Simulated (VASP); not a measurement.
TaH5: relaxation of cell and atoms with PBE

Crystal: TaH5.

```
Ta H
1.0
     3.03910    0.00000    0.00000
     0.00000    3.03910    0.00000
     0.00000    0.00000    3.50673
Ta H
1 5
Direct
  0.00000 0.00000 0.00000
  0.78409 0.50000 0.50000
  0.21591 0.50000 0.50000
  0.50000 0.78409 0.50000
  0.50000 0.21591 0.50000
  0.50000 0.50000 0.00000
```

The cell was generated, and may not be a known phase.

| Item | Value |
| --- | --- |
| Program | VASP 6.6.1 |
| Task | relaxation of cell and atoms |
| Functional | PBE |
| Potentials or basis | VASP PAW PBE potentials, release 64 (Ta_pv, H) |
| Cutoff | 600 eV |
| k mesh | 6 × 6 × 6 |
| Occupations | gaussian, width 0.1 eV |
| Spin | no spin polarisation |
| Dipole correction | no |
| Further INCAR settings | ALGO = Normal; EDIFF = 1e-06; IBRION = 2; EDIFFG = -0.04; NSW = 90; ISIF = 3 |

```json
{
 "Relaxed volume": "5.19 Å³/atom",
 "Relaxed cell": "a = 3.121 Å, b = 3.121 Å, c = 3.196 Å, α = 90.00°, β = 90.00°, γ = 90.00°",
 "Space group after relaxing (to 0.1 Å)": "P4/mmm (No. 123)",
 "Energy gained by relaxing": "34.1 meV/atom",
 "Ionic steps": "7",
 "Pressure after relaxing": "-0.6 GPa",
 "Largest force after relaxing": "0.010 eV/Å",
 "Band gap on the k mesh": "zero (bands 8 and 9 overlap by 4.08 eV)"
}
```

Forces on the atoms (eV/Å):
```
Ta   0.000  0.000  0.000
H    0.010  0.000  0.000
H   -0.010  0.000  0.000
H    0.000  0.010  0.000
H    0.000 -0.010  0.000
H    0.000  0.000  0.000
```

Stress tensor (GPa, compression positive):
```
-0.63  0.00  0.00
 0.00 -0.63  0.00
 0.00  0.00 -0.55
```

Step by step:
```tsv
step	energy change (eV)	largest force (eV/Å)	pressure (GPa)	volume (Å³)
1	0.0000	0.1426	-2.13	32.39
2	-0.0557	0.0882	-1.63	32.05
3	-0.1978	0.0270	0.83	30.96
4	-0.1984	0.1167	2.68	30.54
5	-0.2021	0.0740	1.81	30.72
6	-0.2021	0.0664	1.64	30.76
7	-0.2049	0.0103	-0.60	31.13
```

Final structure:
```cif
data_structure
_symmetry_space_group_name_H-M 'P 1'
_symmetry_Int_Tables_number 1
_cell_length_a 3.1209
_cell_length_b 3.1209
_cell_length_c 3.1960
_cell_angle_alpha 90.000
_cell_angle_beta 90.000
_cell_angle_gamma 90.000
_cell_volume 31.13
loop_
_atom_site_label
_atom_site_type_symbol
_atom_site_fract_x
_atom_site_fract_y
_atom_site_fract_z
_atom_site_occupancy
Ta1 Ta 0.00000 0.00000 0.00000 1
H1 H 0.77544 0.50000 0.50000 1
H2 H 0.22456 0.50000 0.50000 1
H3 H 0.50000 0.77544 0.50000 1
H4 H 0.50000 0.22456 0.50000 1
H5 H 0.50000 0.50000 0.00000 1
```

Levels at points of the mesh, in eV from the Fermi level:
```csv
k point,band 6,band 7,band 8,band 9,band 10,band 11
"(0.00, 0.00, 0.00)",-4.48,0.61,0.61,2.15,2.15,2.31
"(0.50, 0.00, 0.00)",-2.52,-1.87,-0.94,-0.89,2.48,3.77
"(0.50, 0.50, 0.00)",-6.47,-3.47,-1.18,-0.03,-0.03,4.18
"(0.00, 0.00, 0.50)",-2.52,-2.01,-2.01,0.59,2.66,3.67
"(0.50, 0.00, 0.50)",-5.33,-3.44,0.17,0.20,1.84,2.18
"(0.50, 0.50, 0.50)",-7.94,-7.21,3.19,3.66,3.66,3.96
```

It took 44 s on 1 thread of AMD EPYC 9R45 (Zen 5), with other jobs on the host, peak memory 0.13 GiB.

Caveat: spin-orbit coupling is left out, which moves the levels of the heavy elements.
